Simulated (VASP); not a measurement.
Runs of VASP 6.6.1 on CsH. The structure is that of space group Fm-3m (No. 225), or close to it. The cells are those of the table. 

```csv
task,level,potentials or basis,cell,k mesh,cutoff (eV),grid for exact exchange (PRECFOCK),screening parameter,gap on the mesh (eV),pressure (GPa),relaxed volume (Å³/atom)
single point,LDA,"VASP PAW LDA potentials, release 64 (Cs_sv, H)","a = 4.313 Å, angles 60.0°, 2 atoms",6 × 6 × 6,520,-,-,(a),0.0,-
relaxation of cell and atoms,r2SCAN,"VASP PAW PBE potentials, release 64 (Cs_sv, H)","relaxed from a = 4.546 Å, angles 60.0°, 2 atoms",6 × 6 × 6,600,-,-,(c),0.0,32.63
single point,PBEsol,"VASP PAW PBE potentials, release 64 (Cs_sv, H)","a = 4.423 Å, angles 60.0°, 2 atoms",6 × 6 × 6,520,-,-,2.04,0.0,-
single point,HSE06,"VASP PAW PBE potentials, release 64 (Cs_sv, H)","a = 4.529 Å, angles 60.0°, 2 atoms",4 × 4 × 4,520,Normal,0.2079 1/Å,3.26,0.0,-
relaxation of cell and atoms,LDA,"VASP PAW LDA potentials, release 64 (Cs_sv, H)","relaxed from a = 4.546 Å, angles 60.0°, 2 atoms",6 × 6 × 6,600,-,-,1.74,0.0,28.58
relaxation of cell and atoms,PBEsol,"VASP PAW PBE potentials, release 64 (Cs_sv, H)","relaxed from a = 4.546 Å, angles 60.0°, 2 atoms",6 × 6 × 6,600,-,-,(b),0.0,30.70
single point,r2SCAN,"VASP PAW PBE potentials, release 64 (Cs_sv, H)","a = 4.510 Å, angles 60.0°, 2 atoms",6 × 6 × 6,520,-,-,2.66,0.0,-
```

Alike in all rows: no spin polarisation; smearing fermi-dirac 0.02 eV.

Problem. Estimate the missing entries.

Solution. (a) 1.73; (b) 2.05; (c) 2.67.

Caveats: some runs use coarse meshes; spin-orbit coupling is left out, which moves the levels of the heavy elements; the PAW data sets were made with another functional, which shifts forces and pressure a little (some runs).

A k mesh can miss the band edges, and the runs leave out spin-orbit coupling on Cs.
